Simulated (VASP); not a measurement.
SiB6:

```
CELL_PARAMETERS angstrom
3.23729 0.00000 0.00000
-1.61865 2.80358 0.00000
0.00000 0.00000 7.28260
ATOMIC_POSITIONS crystal
Si 0.00000 0.00000 0.14371
B 0.50000 0.00000 0.34098
B 0.00000 0.50000 0.34098
B 0.50000 0.50000 0.34098
B 0.33333 0.66667 0.77594
B 0.66667 0.33333 0.77594
B 0.00000 0.00000 0.86634
```

The cell was built from a structure type or drawn by symmetry, and may not be a known phase.

| Property | Result |
| --- | --- |
| Program | VASP 6.6.1 |
| Task | relaxation of cell and atoms |
| Functional | PBE |
| Potentials or basis | VASP PAW PBE potentials, release 64 (Si, B) |
| Cutoff | 600 eV |
| k mesh | 12 × 12 × 6 |
| Occupations | gaussian, width 0.1 eV |
| Spin | no spin polarisation |

At the start: pressure -0.4 GPa; volume 9.44 Å³/atom.

Problem. How do energy, volume and symmetry change on relaxing?

Solution. Over 27 steps the energy falls by 3.2 meV/atom and the volume is 9.78 Å³/atom (+3.6 %); space group P6mm (No. 183, to 0.1 Å) before and after.

Step by step:
```csv
step,energy change (eV),largest force (eV/Å),pressure (GPa),volume (Å³)
1,0.0000,0.4123,-0.40,66.10
2,-0.0084,0.2671,0.67,65.87
3,-0.0084,0.2719,0.75,65.85
4,-0.0129,0.1041,0.15,66.18
5,-0.0134,0.0696,-0.13,66.34
6,-0.0142,0.0530,0.24,66.32
7,-0.0142,0.0540,0.33,66.31
8,-0.0150,0.0532,0.24,66.45
9,-0.0166,0.0510,-0.03,66.85
10,-0.0168,0.1358,-0.50,67.66
11,-0.0172,0.0908,-0.29,67.28
12,-0.0178,0.0870,-0.27,67.35
13,-0.0195,0.0754,-0.24,67.53
14,-0.0217,0.0505,-0.16,67.90
15,-0.0216,0.0604,0.03,68.63
16,-0.0224,0.0474,-0.07,68.25
17,-0.0226,0.0308,0.18,68.29
18,-0.0226,0.0224,0.15,68.29
19,-0.0227,0.0195,0.05,68.40
20,-0.0227,0.0178,-0.01,68.47
21,-0.0227,0.0179,-0.01,68.46
22,-0.0227,0.0190,0.02,68.43
23,-0.0227,0.0185,0.01,68.45
24,-0.0227,0.0187,0.01,68.46
25,-0.0227,0.0185,0.00,68.46
26,-0.0227,0.0142,0.00,68.47
27,-0.0227,0.0095,-0.01,68.47
```

Final structure:
```yaml
crystal:
  lattice:
    - [3.23126, 0.00000, 0.00000]
    - [-1.61563, 2.79835, 0.00000]
    - [0.00000, 0.00000, 7.57218]
  atoms:
    - { symbol: Si, position: [0.00000, 0.00000, 0.14480] }
    - { symbol: B, position: [0.50000, 0.00000, 0.33051] }
    - { symbol: B, position: [0.00000, 0.50000, 0.33051] }
    - { symbol: B, position: [0.50000, 0.50000, 0.33051] }
    - { symbol: B, position: [0.33333, 0.66667, 0.78512] }
    - { symbol: B, position: [0.66667, 0.33333, 0.78512] }
    - { symbol: B, position: [0.00000, 0.00000, 0.87829] }
```

Caveat: this functional lacks dispersion, which binds the layers, so the pressure and a relaxed spacing across them are unreliable.
